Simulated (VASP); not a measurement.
Wanted: the native input for a VASP 6.6.1 run.

| Item | Value |
| --- | --- |
| Task | single point |
| Functional | PBE |
| Potentials or basis | VASP PAW PBE potentials, release 64 (Ti_sv, C) |
| Cutoff | 520 eV |
| k mesh | 6 × 6 × 6 |
| Occupations | gaussian, width 0.1 eV |
| Spin | no spin polarisation |
| Dipole correction | no |
| Further INCAR settings | ALGO = Normal; EDIFF = 1e-06; NBANDS = 34 |

The structure of Ti4C lies in POSCAR:

```
Ti4C
1.0
    2.9855433210      1.7237042390      2.4461860122
   -2.9855433210      1.7237042390      2.4461860122
    0.0000000000     -3.4474084813      2.4461860099
Ti C
4 1
Direct
    0.0000000000      0.0000000000      0.5000000000
    0.5000000000      0.0000000000      0.0000000000
    0.0000000000      0.5000000000      0.0000000000
    0.5000000000      0.5000000000      0.5000000000
    0.0000000000      0.0000000000      0.0000000000
```

The cell was built from a structure type or drawn by symmetry, and may not be a known phase.

One way to write it, as run:

INCAR

```
SYSTEM = Ti4C
PREC = Accurate ; ENCUT = 520
EDIFF = 1E-6 ; ISMEAR = 0
SIGMA = 0.1 ; LREAL = .False.
LASPH = .True. ; NELM = 100
ALGO = Normal ; ISIF = 2
LWAVE = .False. ; LCHARG = .False.
GGA = PE ; NBANDS = 34
```

KPOINTS

```
Automatic mesh
0
Gamma
  6 6 6
  0 0 0
```

Potentials or basis: VASP PAW PBE potentials, release 64 (Ti_sv, C).

Run with:

```sh
$ cat potpaw_PBE.64/Ti_sv/POTCAR potpaw_PBE.64/C/POTCAR > POTCAR
$ mpirun -np 1 vasp_std > vasp.out
```

Results of the run:

```json
{"Pressure": "0.1 GPa", "Band gap on the k mesh": "zero (bands 26 and 27 overlap by 0.80 eV)"}
```

Wall time 2.4 min on 1 thread of Intel Xeon 8259CL (shared host), peak memory 0.21 GiB.
